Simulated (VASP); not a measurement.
# BaTiO3 in VASP: a series of runs

BaTiO3 is run at these levels: PBE; tasks: single point.

Program: VASP 6.6.1. These are calculated values, not measurements. Logs are shortened: lines on timing, memory, paths and dates and some standing lists are left out, and cuts for length are marked.

**1. The cell of the first run**

Symmetry: Pm-3m, No. 221, cubic system. The conventional cell has a = 3.841 Å, b = 3.841 Å, c = 3.841 Å, α = 90.00°, β = 90.00°, γ = 90.00°. Within 3.6 Å of Ba (site symmetry m-3m) lie 12 O at 2.72 Å and 8 Ti at 3.33 Å. Ti (site symmetry m-3m) has 6 O at 1.92 Å within 2.5 Å. O (site symmetry 4/mmm) has 2 Ti at 1.92 Å within 2.5 Å.

**2. Single point, PBE**

The input, INCAR:

```
PREC = Accurate ; ENCUT = 520
EDIFF = 1E-6 ; ISMEAR = -1
SIGMA = 0.05 ; LREAL = F
LASPH = T ; NELM = 100
ALGO = Normal ; ISIF = 2
LWAVE = F ; LCHARG = F
GGA = PE ; NBANDS = 28
```

The input, KPOINTS:

```
Automatic mesh
0
Gamma
  7 7 7
```

The input, POSCAR:

```
BaTiO3
1.0
    2.7163313395      1.5682746300      2.2177958572
   -2.7163313395      1.5682746300      2.2177958572
    0.0000000000     -3.1365492601      2.2177958572
Ba Ti O
1 1 3
Direct
    0.0038318701      0.0038318701      0.0038318701
    0.5038372699      0.5038372699      0.5038372699
    0.5038408189      0.0038492221      0.5038408189
    0.0038492221      0.5038408189      0.5038408189
    0.5038408189      0.5038408189      0.0038492221
```

Potentials or basis: VASP PAW PBE potentials, release 64 (Ba_sv, Ti_sv, O).

The run is started by

```sh
> cat potpaw_PBE.64/Ba_sv/POTCAR potpaw_PBE.64/Ti_sv/POTCAR potpaw_PBE.64/O/POTCAR > POTCAR
> mpirun -np 1 vasp_std > vasp.out
```

OUTCAR:

```text
PREC = Accurate
   ENCUT = 520
   EDIFF = 1E-6
   ISMEAR = -1
   LREAL = F
   LASPH = T
   NELM = 100
   ISIF = 2
   GGA = PE

 ion  position               nearest neighbor table
   1  0.004  0.004  0.004-   5 2.72   4 2.72   3 2.72   5 2.72   4 2.72   3 2.72   4 2.72   3 2.72
                             4 2.72   3 2.72   5 2.72   5 2.72   2 3.33   2 3.33   2 3.33   2 3.33
   2  0.504  0.504  0.504-   5 1.92   4 1.92   3 1.92   5 1.92   4 1.92   3 1.92   1 3.33   1 3.33
                             1 3.33   1 3.33   1 3.33   1 3.33   1 3.33   1 3.33
   3  0.504  0.004  0.504-   2 1.92   2 1.92   1 2.72   1 2.72   1 2.72   1 2.72
   4  0.004  0.504  0.504-   2 1.92   2 1.92   1 2.72   1 2.72   1 2.72   1 2.72
   5  0.504  0.504  0.004-   2 1.92   2 1.92   1 2.72   1 2.72   1 2.72   1 2.72

  LATTYP: Found a trigonal (rhomboedric) cell.
 ALAT       =     3.8414267825
 COS(alpha) =    -0.0000238651

  Lattice vectors:

 A1 = (   2.7163313395,   1.5682746300,   2.2177958572)
 A2 = (  -2.7163313395,   1.5682746300,   2.2177958572)
 A3 = (   0.0000000000,  -3.1365492601,   2.2177958572)

Analysis of symmetry for initial positions (statically):
=====================================================================
 Subroutine PRICEL returns:
 Original cell was already a primitive cell.

 Routine SETGRP: Setting up the symmetry group for a
 trigonal (rhombohedral) supercell.

 Subroutine GETGRP returns: Found  6 space group operations
 (whereof  6 operations were pure point group operations)
 out of a pool of 12 trial point group operations.

The static configuration has the point symmetry C_3v.

Analysis of symmetry for dynamics (positions and initial velocities):
=====================================================================
 Subroutine PRICEL returns:
 Original cell was already a primitive cell.

 Routine SETGRP: Setting up the symmetry group for a
 trigonal (rhombohedral) supercell.

 Subroutine GETGRP returns: Found  6 space group operations
 (whereof  6 operations were pure point group operations)
 out of a pool of 12 trial point group operations.

The dynamic configuration has the point symmetry C_3v.

 Subroutine INISYM returns: Found  6 space group operations
 (whereof  6 operations are pure point group operations),
 and found     1 'primitive' translations

----------------------------------------------------------------------------------------

                                     Primitive cell

  volume of cell :      56.6862

  direct lattice vectors                    reciprocal lattice vectors
     2.716331339  1.568274630  2.217795857     0.184071800  0.106273903  0.150299376
    -2.716331339  1.568274630  2.217795857    -0.184071800  0.106273903  0.150299376
     0.000000000 -3.136549260  2.217795857     0.000000000 -0.212547807  0.150299376

  length of vectors
     3.841426782  3.841426782  3.841426782     0.260319943  0.260319943  0.260319943

  position of ions in fractional coordinates (direct lattice)
     0.003831870  0.003831870  0.003831870
     0.503837270  0.503837270  0.503837270
     0.503840819  0.003849222  0.503840819
     0.003849222  0.503840819  0.503840819
     0.503840819  0.503840819  0.003849222

  ion indices of the primitive-cell ions
   primitive index   ion index
                 1           1
                 2           2
                 3           3
                 4           4
                 5           5

----------------------------------------------------------------------------------------

 KPOINTS: Automatic mesh

Automatic generation of k-mesh.
 Grid dimensions read from file:
 generate k-points for:    7    7    7

 Generating k-lattice:

  Cartesian coordinates                     Fractional coordinates (reciprocal lattice)
     0.026295971  0.015181986  0.021471339     0.142857143  0.000000000  0.000000000
    -0.026295971  0.015181986  0.021471339     0.000000000  0.142857143  0.000000000
     0.000000000 -0.030363972  0.021471339    -0.000000000 -0.000000000  0.142857143

  Length of vectors
     0.037188563  0.037188563  0.037188563

  Shift w.r.t. Gamma in fractional coordinates (k-lattice)
     0.000000000  0.000000000  0.000000000

 Subroutine IBZKPT returns following result:
 ===========================================

 Found     44 irreducible k-points:

 Following reciprocal coordinates:
            Coordinates               Weight
  0.000000  0.000000  0.000000      1.000000
  0.142857  0.000000  0.000000      6.000000
  0.285714 -0.000000  0.000000      6.000000
  0.428571  0.000000  0.000000      6.000000
  0.142857  0.142857  0.000000      6.000000
  0.285714  0.142857  0.000000     12.000000
[... 16 lines left out ...]
  0.285714  0.285714  0.142857      6.000000
  0.428571  0.285714  0.142857     12.000000
 [... further k-points ...]
   k-points           NKPTS =     44   k-points in BZ     NKDIM =     44   number of bands    NBANDS=     28
   number of dos      NEDOS =    301   number of ions     NIONS =      5
   total plane-waves  NPLWV =  27000
   dimension x,y,z NGX =    30 NGY =   30 NGZ =   30
   dimension x,y,z NGXF=    60 NGYF=   60 NGZF=   60
   ions per type =               1   1   3
   NGX,Y,Z   is equivalent  to a cutoff of  12.98, 12.98, 12.98 a.u.
   NGXF,Y,Z  is equivalent  to a cutoff of  25.97, 25.97, 25.97 a.u.
 SYSTEM =  unknown system
   PREC   = accura    normal or accurate (medium, high low for compatibility)
   ISTART =      0    job   : 0-new  1-cont  2-samecut
   ICHARG =      2    charge: 1-file 2-atom 10-const
   ISPIN  =      1    spin polarized calculation?
   LNONCOLLINEAR =      F non collinear calculations
   LSORBIT =      F    spin-orbit coupling
   LASPH  =      T    aspherical Exc in radial PAW
   ENCUT  =  520.0 eV  38.22 Ry    6.18 a.u.   7.14  7.14  7.14*2*pi/ulx,y,z
   NELM   =    100;   NELMIN=  2; NELMDL= -5     # of ELM steps
   EDIFF  = 0.1E-05   stopping-criterion for ELM
   LREAL  =      F    real-space projection
   EDIFFG = 0.1E-04   stopping-criterion for IOM
   NSW    =      0    number of steps for IOM
   IBRION =     -1    ionic relax: 0-MD 1-quasi-New 2-CG
   NFREE  =      0    steps in history (QN), initial steepest desc. (CG)
   ISIF   =      2    stress and relaxation
   ISYM   =      2    0-nonsym 1-usesym 2-fastsym
   POTIM  = 0.5000    time-step for ionic-motion
   TEBEG  =    0.0;   TEEND  =   0.0 temperature during run
   PSTRESS=    0.0 pullay stress
   NELECT =      40.0000    total number of electrons
   NUPDOWN=      -1.0000    fix difference up-down
   EMIN   =  10.00;   EMAX   =-10.00  energy-range for DOS
   EFERMI =   0.00;   METHOD = LEGACY
   ISMEAR =    -1;   SIGMA  =   0.05  broadening in eV -4-tet -1-fermi 0-gaus
   EFERMI_NEDOS =   21; number of points for ismear=-14 and -15
   IALGO  =     38    algorithm
   IMIX   =      4    mixing-type and parameters
     AMIX     =   0.40;   BMIX     =  1.00
     AMIX_MAG =   1.60;   BMIX_MAG =  1.00
  volume/ion in A,a.u.               =      11.34        76.51
  Fermi-wavevector in a.u.,A,eV,Ry     =   1.457479  2.754236 28.902103  2.124245
  Thomas-Fermi vector in A             =   2.574276
   LORBIT       =      0    0 simple, 1 ext, 2 COOP (PROOUT), +10 PAW based schemes
   GGA     = PE    functional components
[... 5 lines left out ...]
 non-spin polarized calculation
  energy-cutoff  :      520.00
  volume of cell :       56.69
 maximum number of plane-waves:      1551
 NGX is ok and might be reduce to    30
   NGX = 15   NGY = 15   NGZ = 15

 number of electron      40.0000004 magnetization

 Free energy of the ion-electron system (eV)
  ---------------------------------------------------
  ext. energy  EPLUGINS =         0.00000000
  ---------------------------------------------------
  free energy    TOTEN  =       -39.17670900 eV

  energy without entropy =      -39.17670900  energy(sigma->0) =      -39.17670900

 E-fermi :   5.8360     XC(G=0): -11.9230

 val. band max:        4.8406365185   @ k =   0.0000   0.0000   0.0000
 cond. band min:       6.8209691942   @ k =   0.0000   0.0000   0.0000
 fundamental gap:      1.9803326757
 Fermi energy:         5.8360043855

 k-point     1 :       0.0000    0.0000    0.0000
  band No.  band energies     occupation
      1     -51.2580      2.00000
      2     -27.5502      2.00000
      3     -27.5502      2.00000
      4     -27.5502      2.00000
      5     -19.7567      2.00000
      6     -12.2946      2.00000
[... 20 lines left out ...]
     27      10.0689      0.00000
     28      13.6953      0.00000

 k-point     2 :       0.1429    0.0000    0.0000
  band No.  band energies     occupation
      1     -51.2575      2.00000
      2     -27.5689      2.00000
      3     -27.5495      2.00000
      4     -27.5495      2.00000
      5     -19.7143      2.00000
      6     -12.3499      2.00000
[... 20 lines left out ...]
     27      10.5616      0.00000
     28      13.9927      0.00000

 k-point     3 :       0.2857   -0.0000    0.0000
  band No.  band energies     occupation
      1     -51.2567      2.00000
      2     -27.6105      2.00000
      3     -27.5478      2.00000
      4     -27.5478      2.00000
      5     -19.6160      2.00000
      6     -12.5795      2.00000
[... 20 lines left out ...]
     27      11.7316      0.00000
     28      13.7608      0.00000

 k-point     4 :       0.4286    0.0000    0.0000
  band No.  band energies     occupation
      1     -51.2559      2.00000
      2     -27.6433      2.00000
      3     -27.5464      2.00000
      4     -27.5464      2.00000
      5     -19.5339      2.00000
      6     -12.7948      2.00000
[... 20 lines left out ...]
     27      12.9382      0.00000
     28      13.5792      0.00000

 k-point     5 :       0.1429    0.1429    0.0000
  band No.  band energies     occupation
      1     -51.2571      2.00000
      2     -27.5688      2.00000
      3     -27.5673      2.00000
      4     -27.5487      2.00000
      5     -19.6751      2.00000
      6     -12.3558      2.00000
[... 20 lines left out ...]
     27      10.9829      0.00000
     28      14.1734      0.00000

 k-point     6 :       0.2857    0.1429    0.0000
  band No.  band energies     occupation
      1     -51.2563      2.00000
      2     -27.6093      2.00000
      3     -27.5660      2.00000
      4     -27.5470      2.00000
      5     -19.5845      2.00000
      6     -12.5000      2.00000
[... 463 lines left out ...]
      5     -19.5546      2.00000
      6     -12.4108      2.00000
[... 20 lines left out ...]
     27      12.3560      0.00000
     28      14.0960      0.00000

 k-point    22 :      -0.1429    0.1429    0.1429
  band No.  band energies     occupation
      1     -51.2568      2.00000
      2     -27.5685      2.00000
      3     -27.5665      2.00000
      4     -27.5665      2.00000
      5     -19.6387      2.00000
      6     -12.3303      2.00000
[... 20 lines left out ...]
     27      11.2765      0.00000
     28      13.8975      0.00000

 k-point    23 :       0.2857    0.2857    0.1429
  band No.  band energies     occupation
      1     -51.2550      2.00000
      2     -27.6065      2.00000
      3     -27.6045      2.00000
      4     -27.5633      2.00000
      5     -19.4857      2.00000
      6     -12.2747      2.00000
[... 20 lines left out ...]
     27      13.2098      0.00000
     28      14.0915      0.00000

 k-point    24 :       0.4286    0.2857    0.1429
  band No.  band energies     occupation
      1     -51.2543      2.00000
      2     -27.6375      2.00000
      3     -27.6034      2.00000
      4     -27.5619      2.00000
      5     -19.4288      2.00000
      6     -12.2651      2.00000
[... 20 lines left out ...]
     27      13.9839      0.00000
     28      14.1000      0.00000

 [... further k-points ...]
[... 5 lines left out ...]
  --------------------------------------------------------------------------------------
  -------------------------------------------------------------------------------------
  Total       11.6225327     11.6225327     11.6271472      0.0000000     -0.0000000     -0.0000000
  in kB      328.4987190    328.4987190    328.6291421      0.0000000     -0.0000000     -0.0000000
  external PRESSURE =     328.5421933 kB  Pullay stress =       0.0000000 kB

 VOLUME and BASIS-vectors are now :
 -----------------------------------------------------------------------------
  energy-cutoff  :      520.00
  volume of cell :       56.69
      direct lattice vectors                 reciprocal lattice vectors
     2.716331339  1.568274630  2.217795857     0.184071800  0.106273903  0.150299376
    -2.716331339  1.568274630  2.217795857    -0.184071800  0.106273903  0.150299376
     0.000000000 -3.136549260  2.217795857     0.000000000 -0.212547807  0.150299376

 POSITION                                       TOTAL-FORCE (eV/Angst)
 -----------------------------------------------------------------------------------
      0.00000     -0.00000      0.02549         0.000000     -0.000000      0.000993
      0.00000     -0.00000      3.35222         0.000000      0.000000     -0.000155
      1.35814     -0.78412      2.24337         0.000530     -0.000306     -0.000279
     -1.35814     -0.78412      2.24337        -0.000530     -0.000306     -0.000279
      0.00000      1.56825      2.24337         0.000000      0.000612     -0.000279
 -----------------------------------------------------------------------------------
    total drift:                                0.000000     -0.000005     -0.002022

  FREE ENERGIE OF THE ION-ELECTRON SYSTEM (eV)
  ---------------------------------------------------
  free  energy   TOTEN  =       -39.1767090024 eV

  energy  without entropy=      -39.1767090022  energy(sigma->0) =      -39.17670900
```

Run time: 2.9 min. Hardware: 1 thread of AMD EPYC 7R13, shared host; peak memory 0.19 GiB.

What came out:

```
Free energy            : -39.1767 eV
Pressure               : 32.9 GPa
Band gap on the k mesh : 1.98 eV, direct
```

Levels at points of the mesh, in eV from the valence-band top:
```
           k point  band 17  band 18  band 19  band 20  band 21  band 22  band 23  band 24
(0.00, 0.00, 0.00)    -1.30     0.00     0.00     0.00     1.98     1.98     1.98     4.76
```

Caveat: spin-orbit coupling is left out, which moves the levels of the heavy elements.

(Part 1 of 2 ends here.)
